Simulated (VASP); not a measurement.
# Sn (I4/mmm) in VASP: relaxation of cell and atoms with r2SCAN

Aim: the relaxation of cell and atoms of Sn with r2SCAN.

All numbers are computed with VASP 6.6.1; they aren't measurements. Logs are shortened: lines on timing, memory, paths and dates and some standing lists are left out, and cuts for length are marked.

**1. The cell of the first run**

Symmetry: I4/mmm, No. 139, tetragonal system. The conventional cell has a = 4.058 Å, b = 4.058 Å, c = 3.322 Å, α = 90.00°, β = 90.00°, γ = 90.00°. Sn (site symmetry 4/mmm) has 14 Sn at 3.32 to 4.06 Å within 4.4 Å.

**2. Relaxation of cell and atoms, r2SCAN**

POSCAR reads:

```
Sn
1.0
   -2.0291894110      2.0291894110      1.6607599896
    2.0291894110     -2.0291894110      1.6607599896
    2.0291894110      2.0291894110     -1.6607599896
Sn
1
Direct
    0.0000000000      0.0000000000      0.0000000000
```

INCAR.step1 reads:

```
PREC = Accurate
ENCUT = 550
ISMEAR = 0
SIGMA = 0.1
LREAL = F
LASPH = T
NELM = 120
GGA = PE
ALGO = Normal
EDIFF = 1E-5
LWAVE = T
LCHARG = F
GGA_COMPAT = F
IBRION = 2
ISIF = 3
EDIFFG = -0.005
NELMIN = 4
NSW = 100
```

INCAR.step2 reads:

```
PREC = Accurate
ENCUT = 550
EDIFF = 1E-7
ISMEAR = 0
SIGMA = 0.1
LREAL = F
LASPH = T
NELM = 120
ALGO = Normal
ISIF = 3
LWAVE = F
LCHARG = F
METAGGA = R2SCAN
LMIXTAU = T
IBRION = 2
NSW = 100
EDIFFG = -0.01
ISTART = 1
GGA_COMPAT = F
NELMIN = 4
```

KPOINTS reads:

```
regular mesh
0
Gamma
  16 16 16
```

Potentials or basis: VASP PAW PBE potentials, release 64 (Sn_d).

Started as:

```console
> cat potpaw_PBE.64/Sn_d/POTCAR > POTCAR
> cp INCAR.step1 INCAR
> mpirun -np 1 vasp_std > vasp.out
> cp INCAR.step2 INCAR
> mpirun -np 1 vasp_std > vasp.out
```

OUTCAR:

```text
PREC = Accurate
   ENCUT = 550
   EDIFF = 1E-7
   ISMEAR = 0
   LREAL = F
   LASPH = T
   NELM = 120
   ISIF = 3
   METAGGA = R2SCAN
   IBRION = 2
   NSW = 100
   EDIFFG = -0.01
   ISTART = 1
   NELMIN = 4

 ion  position               nearest neighbor table
   1  0.000  0.000  0.000-

  LATTYP: Found a body centered tetragonal cell.
 ALAT       =     4.0583788220
 C/A-ratio  =     0.8184351745

  Lattice vectors:

 A1 = (  -2.0291894110,   2.0291894110,   1.6607599896)
 A2 = (   2.0291894110,  -2.0291894110,   1.6607599896)
 A3 = (   2.0291894110,   2.0291894110,  -1.6607599896)

Analysis of symmetry for initial positions (statically):
=====================================================================
 Subroutine PRICEL returns:
 Original cell was already a primitive cell.

 Routine SETGRP: Setting up the symmetry group for a
 body centered tetragonal supercell.

 Subroutine GETGRP returns: Found 16 space group operations
 (whereof 16 operations were pure point group operations)
 out of a pool of 16 trial point group operations.

The static configuration has the point symmetry D_4h.

Analysis of symmetry for dynamics (positions and initial velocities):
=====================================================================
 Subroutine PRICEL returns:
 Original cell was already a primitive cell.

 Routine SETGRP: Setting up the symmetry group for a
 body centered tetragonal supercell.

 Subroutine GETGRP returns: Found 16 space group operations
 (whereof 16 operations were pure point group operations)
 out of a pool of 16 trial point group operations.

The dynamic configuration has the point symmetry D_4h.

 Subroutine INISYM returns: Found 16 space group operations
 (whereof 16 operations are pure point group operations),
 and found     1 'primitive' translations

----------------------------------------------------------------------------------------

                                     Primitive cell

  volume of cell :      27.3534

  direct lattice vectors                    reciprocal lattice vectors
    -2.029189411  2.029189411  1.660759990     0.000000000  0.246403809  0.301066983
     2.029189411 -2.029189411  1.660759990     0.246403809  0.000000000  0.301066983
     2.029189411  2.029189411 -1.660759990     0.246403809  0.246403809  0.000000000

  length of vectors
     3.315621069  3.315621069  3.315621069     0.389045197  0.389045197  0.348467608

  position of ions in fractional coordinates (direct lattice)
     0.000000000  0.000000000  0.000000000

  ion indices of the primitive-cell ions
   primitive index   ion index
                 1           1

----------------------------------------------------------------------------------------

 KPOINTS: regular mesh

Automatic generation of k-mesh.
 Grid dimensions read from file:
 generate k-points for:   16   16   16

 Generating k-lattice:

  Cartesian coordinates                     Fractional coordinates (reciprocal lattice)
     0.000000000  0.015400238  0.018816686     0.062500000  0.000000000  0.000000000
     0.015400238  0.000000000  0.018816686     0.000000000  0.062500000  0.000000000
     0.015400238  0.015400238  0.000000000     0.000000000  0.000000000  0.062500000

  Length of vectors
     0.024315325  0.024315325  0.021779226

  Shift w.r.t. Gamma in fractional coordinates (k-lattice)
     0.000000000  0.000000000  0.000000000

 Subroutine IBZKPT returns following result:
 ===========================================

 Found    349 irreducible k-points:

 Following reciprocal coordinates:
            Coordinates               Weight
  0.000000  0.000000  0.000000      1.000000
  0.062500  0.000000 -0.000000      8.000000
  0.125000  0.000000 -0.000000      8.000000
  0.187500  0.000000  0.000000      8.000000
  0.250000  0.000000 -0.000000      8.000000
  0.312500  0.000000  0.000000      8.000000
[... 16 lines left out ...]
 -0.125000  0.062500  0.000000     16.000000
 -0.062500  0.062500  0.000000      4.000000
 [... further k-points ...]
   k-points           NKPTS =    349   k-points in BZ     NKDIM =    349   number of bands    NBANDS=     11
   number of dos      NEDOS =    301   number of ions     NIONS =      1
   total plane-waves  NPLWV =  21952
   dimension x,y,z NGX =    28 NGY =   28 NGZ =   28
   dimension x,y,z NGXF=    56 NGYF=   56 NGZF=   56
   ions per type =               1
   NGX,Y,Z   is equivalent  to a cutoff of  14.04, 14.04, 14.04 a.u.
   NGXF,Y,Z  is equivalent  to a cutoff of  28.08, 28.08, 28.08 a.u.
 SYSTEM =  unknown system
   PREC   = accura    normal or accurate (medium, high low for compatibility)
   ISTART =      1    job   : 0-new  1-cont  2-samecut
   ICHARG =      0    charge: 1-file 2-atom 10-const
   ISPIN  =      1    spin polarized calculation?
   LNONCOLLINEAR =      F non collinear calculations
   LSORBIT =      F    spin-orbit coupling
   LASPH  =      T    aspherical Exc in radial PAW
   ENCUT  =  550.0 eV  40.42 Ry    6.36 a.u.   6.34  6.34  6.34*2*pi/ulx,y,z
   NELM   =    120;   NELMIN=  4; NELMDL=  0     # of ELM steps
   EDIFF  = 0.1E-06   stopping-criterion for ELM
   LREAL  =      F    real-space projection
   EDIFFG = -.1E-01   stopping-criterion for IOM
   NSW    =    100    number of steps for IOM
   IBRION =      2    ionic relax: 0-MD 1-quasi-New 2-CG
   NFREE  =      1    steps in history (QN), initial steepest desc. (CG)
   ISIF   =      3    stress and relaxation
   ISYM   =      2    0-nonsym 1-usesym 2-fastsym
   POTIM  = 0.5000    time-step for ionic-motion
   TEBEG  =    0.0;   TEEND  =   0.0 temperature during run
   PSTRESS=    0.0 pullay stress
   NELECT =      14.0000    total number of electrons
   NUPDOWN=      -1.0000    fix difference up-down
   EMIN   =  10.00;   EMAX   =-10.00  energy-range for DOS
   EFERMI =   0.00;   METHOD = LEGACY
   ISMEAR =     0;   SIGMA  =   0.10  broadening in eV -4-tet -1-fermi 0-gaus
   EFERMI_NEDOS =   21; number of points for ismear=-14 and -15
   IALGO  =     38    algorithm
   IMIX   =      4    mixing-type and parameters
     AMIX     =   0.40;   BMIX     =  1.00
     AMIX_MAG =   1.60;   BMIX_MAG =  1.00
  volume/ion in A,a.u.               =      27.35       184.59
  Fermi-wavevector in a.u.,A,eV,Ry     =   1.309524  2.474642 23.331997  1.714853
  Thomas-Fermi vector in A             =   2.440117
   LORBIT       =      0    0 simple, 1 ext, 2 COOP (PROOUT), +10 PAW based schemes
   METAGGA = R2SCAN    functional components
   LHFCALC =     F    Hartree Fock is set to
   AEXX    =    0.0000 exact exchange contribution
   IVDW    =     0    specifies the selected vdW correction
   LEPSILON=     F    determine dielectric tensor
   LRPA    =     F    only Hartree local field effects (RPA)
 conjugate gradient relaxation of ions
 non-spin polarized calculation
 Gauss-broadening in eV      SIGMA  =   0.10
  energy-cutoff  :      550.00
  volume of cell :       27.35
 maximum number of plane-waves:       815
 NGX is ok and might be reduce to    28
   NGX = 13   NGY = 13   NGZ = 13

--------------------------------------- Ionic step        1  -------------------------------------------

 number of electron      14.0000001 magnetization

 Free energy of the ion-electron system (eV)
  ---------------------------------------------------
  ext. energy  EPLUGINS =         0.00000000
  ---------------------------------------------------
  free energy    TOTEN  =       -24.51857399 eV

  energy without entropy =      -24.51602759  energy(sigma->0) =      -24.51730079

------------------------ aborting loop because EDIFF is reached ----------------------------------------

  FORCE on cell =-STRESS in cart. coord.  units (eV):
  Direction    XX          YY          ZZ          XY          YZ          ZX
  --------------------------------------------------------------------------------------
  -------------------------------------------------------------------------------------
  Total       -0.0563119     -0.0563119     -0.0666632      0.0000000     -0.0000000      0.0000000
  in kB       -3.2983668     -3.2983668     -3.9046718      0.0000000     -0.0000000      0.0000000
  external PRESSURE =      -3.5004684 kB  Pullay stress =       0.0000000 kB
[... 55 lines left out ...]
  energy  without entropy=      -24.5163338648  energy(sigma->0) =      -24.51755206

--------------------------------------- Ionic step        3  -------------------------------------------

 number of electron      14.0000000 magnetization

 Free energy of the ion-electron system (eV)
  ---------------------------------------------------
  ext. energy  EPLUGINS =         0.00000000
  ---------------------------------------------------
  free energy    TOTEN  =       -24.51878417 eV

  energy without entropy =      -24.51632413  energy(sigma->0) =      -24.51755415

 E-fermi :   8.0260     XC(G=0): -11.2496

 val. band max:        8.0162239776   @ k =   0.3125   0.1875   0.1875
 cond. band min:       8.0263019972   @ k =   0.5000   0.1875  -0.0000
 fundamental gap:      0.0100780195
 Fermi energy:         8.0259966427

 k-point     1 :       0.0000    0.0000    0.0000
  band No.  band energies     occupation
      1     -14.2632      2.00000
      2     -14.1762      2.00000
      3     -14.1762      2.00000
      4     -14.1716      2.00000
      5     -14.0483      2.00000
      6      -3.6531      2.00000
      7      15.2130      0.00000
      8      15.2130      0.00000
      9      18.0470      0.00000
     10      18.6588      0.00000
     11      20.3656      0.00000
[... 309 lines left out ...]
 k-point    24 :      -0.0625    0.0625    0.0000
  band No.  band energies     occupation
      1     -14.2587      2.00000
      2     -14.1772      2.00000
      3     -14.1735      2.00000
      4     -14.1696      2.00000
      5     -14.0502      2.00000
      6      -3.5751      2.00000
      7      14.1666      0.00000
      8      15.2717      0.00000
      9      17.7637      0.00000
     10      19.1853      0.00000
     11      20.4587      0.00000

 [... further k-points ...]

------------------------ aborting loop because EDIFF is reached ----------------------------------------

  FORCE on cell =-STRESS in cart. coord.  units (eV):
  Direction    XX          YY          ZZ          XY          YZ          ZX
  --------------------------------------------------------------------------------------
  -------------------------------------------------------------------------------------
  Total        0.0016445      0.0016445      0.0020759      0.0000000     -0.0000000      0.0000000
  in kB        0.0969884      0.0969884      0.1224295      0.0000000     -0.0000000      0.0000000
  external PRESSURE =       0.1054688 kB  Pullay stress =       0.0000000 kB
[... 16 lines left out ...]
  FREE ENERGIE OF THE ION-ELECTRON SYSTEM (eV)
  ---------------------------------------------------
  free  energy   TOTEN  =       -24.5187841724 eV

  energy  without entropy=      -24.5163241289  energy(sigma->0) =      -24.51755415

 reached required accuracy - stopping structural energy minimisation
```

It took 62 min on 1 thread of Oxide Virtual Turin-like, shared host; peak memory 0.22 GiB.

What came out:

| Property | Result |
| --- | --- |
| Free energy | -24.5188 eV |
| Relaxed volume | 27.17 Å³/atom |
| Relaxed cell | a = 3.308 Å, b = 3.308 Å, c = 3.308 Å, α = 104.52°, β = 104.52°, γ = 119.90° |
| Space group after relaxing (to 0.1 Å) | I4/mmm (No. 139) |
| Energy gained by relaxing | 0.2 meV/atom |
| Ionic steps | 3 |
| Pressure after relaxing | 0.0 GPa |
| Band gap on the k mesh | zero (bands 7 and 8 overlap by 9.50 eV) |

Step by step:
```
step  energy change (eV)  largest force (eV/Å)  pressure (GPa)  volume (Å³)
   1              0.0000                0.0000           -0.35        27.35
   2             -0.0002                0.0000            0.10        27.12
   3             -0.0002                0.0000            0.01        27.17
```

Final structure:
```
CELL_PARAMETERS angstrom
-2.02481 2.02481 1.65651
2.02481 -2.02481 1.65651
2.02481 2.02481 -1.65651
ATOMIC_POSITIONS crystal
Sn 0.00000 0.00000 0.00000
```

Caveat: the PAW data sets were made with another functional, which shifts forces and pressure a little; spin-orbit coupling is left out, which moves the levels of the heavy elements.
